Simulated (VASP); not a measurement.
# Ag: single point with PBEsol

Crystal: Ag.

```
Ag
1.0
    -1.61038    1.65353    1.61816
     1.65931   -1.66055    1.67410
     1.63933    1.68950   -1.62517
Ag
1
Direct
  0.00000 0.00000 0.00000
```

* Program: VASP 6.6.1
* Task: single point
* Functional: PBEsol
* Potentials or basis: VASP PAW PBE potentials, release 64 (Ag)
* Cutoff: 520 eV
* k mesh: 8 × 8 × 8
* Occupations: methfessel-paxton, width 0.1 eV
* Spin: no spin polarisation

```yaml
Pressure: -7.2 GPa
Band_gap_on_the_k_mesh: zero (an odd number of electrons rules out a gap without spin polarisation)
```

Stress tensor (GPa, compression positive):
```
-7.23  0.53  0.48
 0.53 -7.16  0.63
 0.48  0.63 -7.16
```

Levels at points of the mesh, in eV from the Fermi level:
| k point | band 2 | band 3 | band 4 | band 5 | band 6 | band 7 | band 8 | band 9 | band 10 | band 11 |
| --- | --- | --- | --- | --- | --- | --- | --- | --- | --- | --- |
| (0.00, 0.00, 0.00) | -4.94 | -4.74 | -4.65 | -3.59 | -3.52 | 17.29 | 17.55 | 17.92 | 22.53 | 22.82 |
| (0.50, 0.00, 0.00) | -5.45 | -3.64 | -3.46 | -2.64 | -0.07 | 3.70 | 12.98 | 13.87 | 19.13 | 20.29 |
| (0.00, 0.50, 0.00) | -5.60 | -3.53 | -3.37 | -2.68 | -0.19 | 3.47 | 12.89 | 13.91 | 19.09 | 20.18 |
| (0.50, 0.50, 0.00) | -5.41 | -3.66 | -3.49 | -2.63 | -0.01 | 3.81 | 12.86 | 13.89 | 19.01 | 20.33 |
| (0.00, 0.00, 0.50) | -5.50 | -3.62 | -3.42 | -2.68 | -0.21 | 3.45 | 12.97 | 14.25 | 19.18 | 20.57 |
| (0.50, 0.00, 0.50) | -5.46 | -3.59 | -3.49 | -2.59 | 0.15 | 4.09 | 12.62 | 13.37 | 18.73 | 19.84 |
| (0.00, 0.50, 0.50) | -5.48 | -3.62 | -3.44 | -2.66 | -0.13 | 3.60 | 12.73 | 14.24 | 18.95 | 20.56 |
| (0.50, 0.50, 0.50) | -6.06 | -2.95 | -2.89 | -2.76 | 6.30 | 6.65 | 6.77 | 11.78 | 12.79 | 13.01 |

Wall time 71 s on 1 thread of Intel(R) Xeon(R) Platinum 8375C CPU @ 2.90GHz (Ice Lake), with other jobs on the host, peak memory 0.18 GiB.

Caveat: the cell stands under tension; the PAW data sets were made with another functional, which shifts forces and pressure a little.
